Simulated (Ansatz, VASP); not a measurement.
# SnO2 in VASP and in Ansatz

Contents of POSCAR:

```
SnO2
1.0
   -0.0922181978      2.4412487738      2.4412487738
    2.4412487738     -0.0922181978      2.4412487738
    2.4412487738      2.4412487738     -0.0922181978
Sn O
1 2
Direct
    0.0000000000      0.0000000000      0.0000000000
    0.2523282179      0.2523282179      0.2523282179
    0.7476717821      0.7476717821      0.7476717821
```

INCAR.step1

```
SYSTEM = SnO2
PREC = Accurate
ENCUT = 520
EDIFF = 1E-5
ISMEAR = 0
SIGMA = 0.01
LREAL = .FALSE.
LASPH = .TRUE.
NELM = 100
ALGO = Normal
ISIF = 2
LWAVE = .TRUE.
GGA = PE
NBANDS = 20
```

Contents of INCAR.step2:

```
SYSTEM = SnO2
PREC = Accurate
ENCUT = 520
EDIFF = 1E-6
ISMEAR = 0
SIGMA = 0.01
LREAL = .FALSE.
LASPH = .TRUE.
NELM = 100
ALGO = Normal
ISIF = 2
LWAVE = .FALSE.
LCHARG = .TRUE.
GGA = PE
LHFCALC = .TRUE.
HFSCREEN = 0.2079
PRECFOCK = Normal
LELF = .TRUE.
LVHAR = .TRUE.
ISTART = 1
NBANDS = 20
```

File KPOINTS:

```
Automatic mesh
0
G
  6 6 6
  0 0 0
```

Input for Ansatz:

```yaml
crystal:
  lattice:
    - [-0.0922181978, 2.4412487738, 2.4412487738]
    - [2.4412487738, -0.0922181978, 2.4412487738]
    - [2.4412487738, 2.4412487738, -0.0922181978]
  atoms:
    - { symbol: Sn, position: [0.0, 0.0, 0.0] }
    - { symbol: O, position: [0.2523282179, 0.2523282179, 0.2523282179] }
    - { symbol: O, position: [0.7476717821, 0.7476717821, 0.7476717821] }
kpoints:
  mp_grid: { grid: [6, 6, 6] }
  band_path:
    path:
      - [0.0, 0.0, 0.0]
      - [0.5, 0.0, 0.5]
      - [0.625, 0.25, 0.625]
      - [0.375, 0.375, 0.75]
      - [0.5, 0.5, 0.5]
      - [0.5, 0.25, 0.75]
      - [0.247396, -0.5, -0.247396]
    npoints: 1
hamiltonian:
  xc: hse06
scf:
  occupations: { method: fixed }
  n_extra_bands: 4
output:
  forces: true
  stress: true
  eigenvalues: true
  write_density: true
  write_potential: true
  elf: true
  volumetric_format: npy
```

Change from the starting cell: shear_111 strain -5.5%.

Alike in both runs: task single point; functional HSE06; k mesh 6 × 6 × 6; no spin polarisation.

|  | VASP | Ansatz |
| --- | --- | --- |
| version | VASP 6.6.1 | Ansatz 0.2.0 |
| potentials or method | VASP PAW PBE potentials, release 64 (Sn_d, O) | plane waves, PAW |
| plane-wave cutoff (eV) | 520 | 420 |
| occupations | gaussian, width 0.01 eV | fixed |
| valence electrons in the cell | 26 | 26 |

Ansatz gave:

| Property | Result |
| --- | --- |
| gap on the k mesh at the Fermi level (eV) | 2.42 |
| pressure (GPa) | 12.2 |
| traceless stress, the component that is largest in VASP (GPa) | 1.24 |
| rms of the force components (eV/Å) | 0.023 |

Which values does VASP return?

gap on the k mesh at the Fermi level (eV): 2.41; pressure (GPa): 13.3; traceless stress, the component that is largest in VASP (GPa): 1.30; rms of the force components (eV/Å): 0.017.

Atom by atom the forces differ by 0.006 eV/Å (rms over components). Ansatz's warnings: stress exchange threshold loose, stress scf threshold loose.
